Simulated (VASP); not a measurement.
# Sr (Cmcm) in VASP: further runs, part 2 of 2

VASP 6.6.1.

### Step 4. Single point, PBEsol

This run uses another cell than the first one, of the same volume but with other edges.

Input file INCAR:

```
SYSTEM = Sr
PREC = Accurate
ENCUT = 520
EDIFF = 1E-7
ISMEAR = 0
SIGMA = 0.15
LREAL = .False.
LASPH = .True.
NELM = 80
ALGO = Fast
ISIF = 2
LWAVE = .False.
LCHARG = .False.
GGA = PS
NBANDS = 17
```

Input file KPOINTS:

```
Automatic mesh
0
Gamma
  12 12 8
  0 0 0
```

Input file POSCAR:

```
Sr
1.0
    3.7820040047      0.0000000000      0.0000000000
   -1.8910020024      4.0744781177      0.0000000000
    0.0000000000      0.0000000000      6.7182569396
Sr
2
Direct
    0.3333333333      0.6666666667      0.2500000000
    0.6666666667      0.3333333333      0.7500000000
```

Potentials or basis: VASP PAW PBE potentials, release 64 (Sr_sv).

Launch:

```
$ cat potpaw_PBE.64/Sr_sv/POTCAR > POTCAR
$ mpirun -np 1 vasp_std > vasp.out
```

OUTCAR:

```text
SYSTEM = Sr
   PREC = Accurate
   ENCUT = 520
   EDIFF = 1E-7
   ISMEAR = 0
   LREAL = .False.
   LASPH = .True.
   NELM = 80
   ISIF = 2
   GGA = PS

 ion  position               nearest neighbor table
   1  0.333  0.667  0.250-   2 4.09   2 4.09   2 4.09   2 4.09   2 4.32   2 4.32
   2  0.667  0.333  0.750-   1 4.09   1 4.09   1 4.09   1 4.09   1 4.32   1 4.32

  LATTYP: Found a base centered orthorhombic cell.
 ALAT       =     3.7820040047
 B/A-ratio  =     2.1546662101
 C/A-ratio  =     1.7763748878

  Lattice vectors:

 A1 = (   1.8910020024,  -4.0744781177,   0.0000000000)
 A2 = (   1.8910020023,   4.0744781177,   0.0000000000)
 A3 = (   0.0000000000,   0.0000000000,   6.7182569396)

Analysis of symmetry for initial positions (statically):
=====================================================================
 Subroutine PRICEL returns:
 Original cell was already a primitive cell.

 Routine SETGRP: Setting up the symmetry group for a
 base centered orthorhombic supercell.

 Subroutine GETGRP returns: Found  8 space group operations
 (whereof  4 operations were pure point group operations)
 out of a pool of  8 trial point group operations.

The static configuration has the point symmetry C_2h.
 The point group associated with its full space group is D_2h.

Analysis of symmetry for dynamics (positions and initial velocities):
=====================================================================
 Subroutine PRICEL returns:
 Original cell was already a primitive cell.

 Routine SETGRP: Setting up the symmetry group for a
 base centered orthorhombic supercell.

 Subroutine GETGRP returns: Found  8 space group operations
 (whereof  4 operations were pure point group operations)
 out of a pool of  8 trial point group operations.

The dynamic configuration has the point symmetry C_2h.
 The point group associated with its full space group is D_2h.

 Subroutine INISYM returns: Found  8 space group operations
 (whereof  4 operations are pure point group operations),
 and found     1 'primitive' translations

----------------------------------------------------------------------------------------

                                     Primitive cell

  volume of cell :     103.5263

  direct lattice vectors                    reciprocal lattice vectors
     3.782004005  0.000000000  0.000000000     0.264410085  0.122715103  0.000000000
    -1.891002002  4.074478118  0.000000000     0.000000000  0.245430205  0.000000000
     0.000000000  0.000000000  6.718256940     0.000000000  0.000000000  0.148848133

  length of vectors
     3.782004005  4.491910563  6.718256940     0.291499038  0.245430205  0.148848133

  position of ions in fractional coordinates (direct lattice)
     0.333333333  0.666666667  0.250000000
     0.666666667  0.333333333  0.750000000

  ion indices of the primitive-cell ions
   primitive index   ion index
                 1           1
                 2           2

----------------------------------------------------------------------------------------

 KPOINTS: Automatic mesh

Automatic generation of k-mesh.
 Grid dimensions read from file:
 generate k-points for:   12   12    8

 Generating k-lattice:

  Cartesian coordinates                     Fractional coordinates (reciprocal lattice)
     0.022034174  0.010226259  0.000000000     0.083333333  0.000000000  0.000000000
     0.000000000  0.020452517  0.000000000     0.000000000  0.083333333  0.000000000
     0.000000000  0.000000000  0.018606017     0.000000000  0.000000000  0.125000000

  Length of vectors
     0.024291587  0.020452517  0.018606017

  Shift w.r.t. Gamma in fractional coordinates (k-lattice)
     0.000000000  0.000000000  0.000000000

 Subroutine IBZKPT returns following result:
 ===========================================

 Found    215 irreducible k-points:

 Following reciprocal coordinates:
            Coordinates               Weight
  0.000000  0.000000  0.000000      1.000000
  0.083333  0.000000  0.000000      4.000000
  0.166667  0.000000  0.000000      4.000000
  0.250000  0.000000  0.000000      4.000000
  0.333333  0.000000  0.000000      4.000000
  0.416667  0.000000  0.000000      4.000000
[... 16 lines left out ...]
  0.333333  0.166667  0.000000      4.000000
  0.416667  0.166667  0.000000      4.000000
 [... further k-points ...]
   k-points           NKPTS =    215   k-points in BZ     NKDIM =    215   number of bands    NBANDS=     17
   number of dos      NEDOS =    301   number of ions     NIONS =      2
   total plane-waves  NPLWV =  50400
   dimension x,y,z NGX =    28 NGY =   36 NGZ =   50
   dimension x,y,z NGXF=    56 NGYF=   72 NGZF=  100
   ions per type =               2
   NGX,Y,Z   is equivalent  to a cutoff of  12.31, 13.32, 12.37 a.u.
   NGXF,Y,Z  is equivalent  to a cutoff of  24.62, 26.65, 24.75 a.u.
 SYSTEM =  Sr
   PREC   = accura    normal or accurate (medium, high low for compatibility)
   ISTART =      0    job   : 0-new  1-cont  2-samecut
   ICHARG =      2    charge: 1-file 2-atom 10-const
   ISPIN  =      1    spin polarized calculation?
   LNONCOLLINEAR =      F non collinear calculations
   LSORBIT =      F    spin-orbit coupling
   LASPH  =      T    aspherical Exc in radial PAW
   ENCUT  =  520.0 eV  38.22 Ry    6.18 a.u.   7.03  8.35 12.49*2*pi/ulx,y,z
   NELM   =     80;   NELMIN=  2; NELMDL= -5     # of ELM steps
   EDIFF  = 0.1E-06   stopping-criterion for ELM
   LREAL  =      F    real-space projection
   EDIFFG = 0.1E-05   stopping-criterion for IOM
   NSW    =      0    number of steps for IOM
   IBRION =     -1    ionic relax: 0-MD 1-quasi-New 2-CG
   NFREE  =      0    steps in history (QN), initial steepest desc. (CG)
   ISIF   =      2    stress and relaxation
   ISYM   =      2    0-nonsym 1-usesym 2-fastsym
   POTIM  = 0.5000    time-step for ionic-motion
   TEBEG  =    0.0;   TEEND  =   0.0 temperature during run
   PSTRESS=    0.0 pullay stress
   NELECT =      20.0000    total number of electrons
   NUPDOWN=      -1.0000    fix difference up-down
   EMIN   =  10.00;   EMAX   =-10.00  energy-range for DOS
   EFERMI =   0.00;   METHOD = LEGACY
   ISMEAR =     0;   SIGMA  =   0.15  broadening in eV -4-tet -1-fermi 0-gaus
   EFERMI_NEDOS =   21; number of points for ismear=-14 and -15
   IALGO  =     68    algorithm
   IMIX   =      4    mixing-type and parameters
     AMIX     =   0.40;   BMIX     =  1.00
     AMIX_MAG =   1.60;   BMIX_MAG =  1.00
  volume/ion in A,a.u.               =      51.76       349.31
  Fermi-wavevector in a.u.,A,eV,Ry     =   0.946385  1.788409 12.185991  0.895645
  Thomas-Fermi vector in A             =   2.074378
   LORBIT       =      0    0 simple, 1 ext, 2 COOP (PROOUT), +10 PAW based schemes
   GGA     = PS    functional components
   LHFCALC =     F    Hartree Fock is set to
   AEXX    =    0.0000 exact exchange contribution
   IVDW    =     0    specifies the selected vdW correction
   LEPSILON=     F    determine dielectric tensor
   LRPA    =     F    only Hartree local field effects (RPA)
 non-spin polarized calculation
 RMM-DIIS sequential band-by-band and
 Gauss-broadening in eV      SIGMA  =   0.15
  energy-cutoff  :      520.00
  volume of cell :      103.53
 maximum number of plane-waves:      2817
   NGX = 15   NGY = 17   NGZ = 25

 number of electron      20.0000000 magnetization

 Free energy of the ion-electron system (eV)
  ---------------------------------------------------
  ext. energy  EPLUGINS =         0.00000000
  ---------------------------------------------------
  free energy    TOTEN  =        -3.50214457 eV

  energy without entropy =       -3.46847508  energy(sigma->0) =       -3.48530983

 E-fermi :   1.6523     XC(G=0):  -7.6149

 val. band max:        1.6477070574   @ k =   0.4167   0.1667   0.0000
 cond. band min:       1.6536415969   @ k =   0.0833   0.4167   0.5000
 fundamental gap:      0.0059345395
 Fermi energy:         1.6523373641

 k-point     1 :       0.0000    0.0000    0.0000
  band No.  band energies     occupation
      1     -34.7569      2.00000
      2     -34.7356      2.00000
      3     -16.9001      2.00000
      4     -16.7014      2.00000
      5     -16.6631      2.00000
      6     -16.6367      2.00000
[... 9 lines left out ...]
     16       5.2177      0.00000
     17       5.4860      0.00000
[... 443 lines left out ...]
      1     -34.7237      2.00000
      2     -34.7204      2.00000
      3     -16.9501      2.00000
      4     -16.9262      2.00000
      5     -16.7470      2.00000
      6     -16.7196      2.00000
[... 9 lines left out ...]
     16       5.3957      0.00000
     17       6.2153      0.00000

 [... further k-points ...]

------------------------ aborting loop because EDIFF is reached ----------------------------------------

  FORCE on cell =-STRESS in cart. coord.  units (eV):
  Direction    XX          YY          ZZ          XY          YZ          ZX
  --------------------------------------------------------------------------------------
  -------------------------------------------------------------------------------------
  Total        2.0326057     -1.4404278      0.2633854      0.0000000      0.0000000      0.0000000
  in kB       31.4566991    -22.2921258      4.0761637      0.0000000      0.0000000      0.0000000
  external PRESSURE =       4.4135790 kB  Pullay stress =       0.0000000 kB

 VOLUME and BASIS-vectors are now :
 -----------------------------------------------------------------------------
  energy-cutoff  :      520.00
  volume of cell :      103.53
      direct lattice vectors                 reciprocal lattice vectors
     3.782004005  0.000000000  0.000000000     0.264410085  0.122715103  0.000000000
    -1.891002002  4.074478118  0.000000000     0.000000000  0.245430205  0.000000000
     0.000000000  0.000000000  6.718256940     0.000000000  0.000000000  0.148848133

 POSITION                                       TOTAL-FORCE (eV/Angst)
 -----------------------------------------------------------------------------------
     -0.00000      2.71632      1.67956        -0.000000      0.221290      0.000000
      1.89100      1.35816      5.03869         0.000000     -0.221290      0.000000
 -----------------------------------------------------------------------------------
    total drift:                               -0.000000      0.000000     -0.000000

  FREE ENERGIE OF THE ION-ELECTRON SYSTEM (eV)
  ---------------------------------------------------
  free  energy   TOTEN  =        -3.5021445712 eV

  energy  without entropy=       -3.4684750817  energy(sigma->0) =       -3.48530983
```

OSZICAR:

```text
N       E                     dE             d eps       ncg     rms          rms(c)
DAV:   1     0.107918585671E+03    0.10792E+03   -0.94545E+03  7310   0.997E+02
DAV:   2     0.502177685664E+01   -0.10290E+03   -0.10134E+03  9315   0.230E+02
DAV:   3    -0.328952587871E+01   -0.83113E+01   -0.82733E+01 13525   0.470E+01
DAV:   4    -0.350634633936E+01   -0.21682E+00   -0.21665E+00  9669   0.651E+00
DAV:   5    -0.351064269206E+01   -0.42964E-02   -0.42958E-02 12004   0.755E-01    0.176E+01
RMM:   6    -0.350472569068E+01    0.59170E-02   -0.10777E-02  7860   0.112E+00    0.101E+01
RMM:   7    -0.350135558738E+01    0.33701E-02   -0.22937E-02  8571   0.165E+00    0.346E-01
RMM:   8    -0.350193374009E+01   -0.57815E-03   -0.79231E-03 10157   0.454E-01    0.110E-01
RMM:   9    -0.350208593155E+01   -0.15219E-03   -0.13117E-03 12552   0.138E-01    0.117E-01
RMM:  10    -0.350212762797E+01   -0.41696E-04   -0.39847E-04 11568   0.812E-02    0.167E-01
RMM:  11    -0.350214139400E+01   -0.13766E-04   -0.62883E-05 11553   0.411E-02    0.187E-02
RMM:  12    -0.350214249976E+01   -0.11058E-05   -0.42523E-05 12858   0.224E-02    0.151E-02
RMM:  13    -0.350214329900E+01   -0.79924E-06   -0.79934E-06 12844   0.115E-02    0.291E-03
RMM:  14    -0.350214378229E+01   -0.48328E-06   -0.55241E-06 12143   0.707E-03    0.290E-03
RMM:  15    -0.350214413400E+01   -0.35172E-06   -0.15994E-06 11294   0.517E-03    0.177E-03
RMM:  16    -0.350214445892E+01   -0.32492E-06   -0.10970E-06 10258   0.356E-03    0.725E-04
RMM:  17    -0.350214460927E+01   -0.15035E-06   -0.51824E-07  8854   0.266E-03    0.107E-03
RMM:  18    -0.350214457119E+01    0.38078E-07   -0.34238E-07  7427   0.185E-03
   1 F= -.35021446E+01 E0= -.34853098E+01  d E =-.336695E-01
```

It took 6.9 min on 1 thread of Intel Xeon Platinum 8259CL at 2.50GHz (Skylake/Cascade Lake), shared host; peak memory 0.45 GiB.

Results:

| Quantity | Value |
| --- | --- |
| Free energy | -3.5021 eV |
| Pressure | 0.4 GPa |
| Largest force | 0.221 eV/Å |
| Band gap on the k mesh | zero (bands 10 and 11 overlap by 0.19 eV) |

Forces on the atoms (eV/Å):
```
Sr   0.000  0.221  0.000
Sr   0.000 -0.221  0.000
```

Caveat: the cell differs from its parent crystal (strain +e along x and -e along y -0.1100, strain +e along z and -e/2 along x and y -0.0233); the stress differs along the axes, from -2 to 3 GPa; the PAW data sets were made with another functional, which shifts forces and pressure a little.

### Step 5. Overview

```csv
cell,further INCAR settings,gap on the mesh (eV),pressure (GPa),largest force (eV/Å)
"a = 3.831, b = 4.541, c = 6.557 Å, angles 90.0, 90.0, 115.0°, 2 atoms",ALGO = Fast; EDIFF = 1e-07; NBANDS = 17,none,0.5,0.25
"a = 4.705, b = 4.033, c = 6.718 Å, angles 90.0, 90.0, 125.7°, 2 atoms",ALGO = Fast; EDIFF = 1e-06; NBANDS = 17,none,0.2,0.23
"a = 3.782, b = 4.492, c = 6.718 Å, angles 90.0, 90.0, 114.9°, 2 atoms",ALGO = Fast; EDIFF = 1e-07; NBANDS = 17,none,0.4,0.22
```

Alike in all rows: task single point; level PBEsol; potentials or basis VASP PAW PBE potentials, release 64 (Sr_sv); no spin polarisation; k mesh 12 × 12 × 8; cutoff (eV) 520; smearing gaussian 0.15 eV.

Caveats: the PAW data sets were made with another functional, which shifts forces and pressure a little; the stress differs along the axes, from -2 to 3 GPa (at least some runs).

Absolute energies hang on the potentials; compare differences alone.
